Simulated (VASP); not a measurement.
Wanted: the native input for a VASP 6.6.1 run.

* Task: single point
* Functional: PBE
* Potentials or basis: VASP PAW PBE potentials, release 64 (Si, C)
* Cutoff: 520 eV
* k mesh: 6 × 6 × 2
* Occupations: gaussian, width 0.1 eV
* Spin: no spin polarisation
* Dipole correction: no
* Further INCAR settings: ALGO = Normal; EDIFF = 1e-06; NBANDS = 21

The structure of Si2C lies in POSCAR:

```
Si2C
1.0
    3.4407771500      0.0000000000      0.0000000000
   -1.7203885800      2.9798004200      0.0000000000
    0.0000000000      0.0000000000      8.4281483500
Si C
4 2
Direct
    0.0000000000      0.0000000000      0.3750000000
    0.3333333300      0.6666666700      0.0416666700
    0.0000000000      0.0000000000      0.6250000000
    0.6666666700      0.3333333300      0.9583333300
    0.6666666700      0.3333333300      0.7083333300
    0.3333333300      0.6666666700      0.2916666700
```

The input as run:

INCAR

```
SYSTEM = Si2C
  PREC = Accurate
  ENCUT = 520
  EDIFF = 1E-6
  ISMEAR = 0
  SIGMA = 0.1
  LREAL = .FALSE.
  LASPH = .TRUE.
  NELM = 80
  ALGO = Normal
  ISIF = 2
  LWAVE = .FALSE.
  LCHARG = .FALSE.
  GGA = PE
  NBANDS = 21
```

KPOINTS

```
Automatic mesh
0
G
  6 6 2
  0 0 0
```

Potentials or basis: VASP PAW PBE potentials, release 64 (Si, C).

Command:

```console
$ cat potpaw_PBE.64/Si/POTCAR potpaw_PBE.64/C/POTCAR > POTCAR
$ mpirun -np 1 vasp_std > vasp.out
```

Results of the run:

```
Pressure               : -0.3 GPa
Largest force          : 5.475 eV/Å
Band gap on the k mesh : 0.51 eV, indirect (least direct gap 0.86 eV)
```

Caveat: forces of over 1 eV/Å act on the atoms, so gaps and moduli don't describe the material at rest.

It took 26 s on 1 thread of Intel(R) Xeon(R) Platinum 8259CL CPU @ 2.50GHz (Skylake/Cascade Lake), with other jobs on the host, peak memory 0.21 GiB.
